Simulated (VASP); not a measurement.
Pt: relaxation of cell and atoms with PBEsol

Pt:

```
Pt
1.0
     0.00000    2.69500    2.69500
     2.69500    0.00000    2.69500
     2.69500    2.69500    0.00000
Pt
2
Direct
  0.00000 0.00000 0.00000
  0.25000 0.25000 0.25000
```

This isn't the form of Pt at room conditions, which is fcc.

| Item | Value |
| --- | --- |
| Program | VASP 6.6.1 |
| Task | relaxation of cell and atoms |
| Functional | PBEsol |
| Potentials or basis | VASP PAW PBE potentials, release 64 (Pt) |
| Cutoff | 500 eV |
| k mesh | 14 × 14 × 14 |
| Occupations | fermi-dirac, width 0.1 eV |
| Spin | no spin polarisation |
| Dipole correction | no |
| Further INCAR settings | ALGO = Normal; EDIFF = 1e-07; IBRION = 2; EDIFFG = -0.03; NSW = 80; ISIF = 3 |

```yaml
Relaxed_volume: 23.00 Å³/atom
Relaxed_cell: a = 4.022 Å, b = 4.022 Å, c = 4.022 Å, α = 60.00°, β = 60.00°, γ = 60.00°
Space_group_after_relaxing_to_0.1_Å: Fd-3m (No. 227)
Pressure_after_relaxing: 0.0 GPa
Band_gap_on_the_k_mesh: zero (bands 10 and 11 overlap by 0.64 eV)
```

Final structure:
```
Pt
1.0
     0.00000    2.84378    2.84378
     2.84378    0.00000    2.84378
     2.84378    2.84378    0.00000
Pt
2
Direct
  0.00000 0.00000 0.00000
  0.25000 0.25000 0.25000
```

Levels at points of the mesh, in eV from the Fermi level:
```
           k point  band 8  band 9  band 10  band 11  band 12  band 13
(0.00, 0.00, 0.00)   -1.97   -1.97    -0.07    -0.07    10.58    10.59
(0.50, 0.00, 0.00)   -1.44   -1.44    -0.43    -0.43     0.76     8.11
(0.50, 0.50, 0.00)   -2.61   -0.16    -0.16     1.30     1.30     3.83
```

Wall time 100 s on 1 thread of AMD EPYC 9R45 96-Core Processor (Zen 5), on a shared host, peak memory 0.16 GiB.

Caveat: the volume moved by over 15 % at a fixed basis, so the end points are rough; the PAW data sets were made with another functional, which shifts forces and pressure a little; spin-orbit coupling is left out, which moves the levels of the heavy elements.
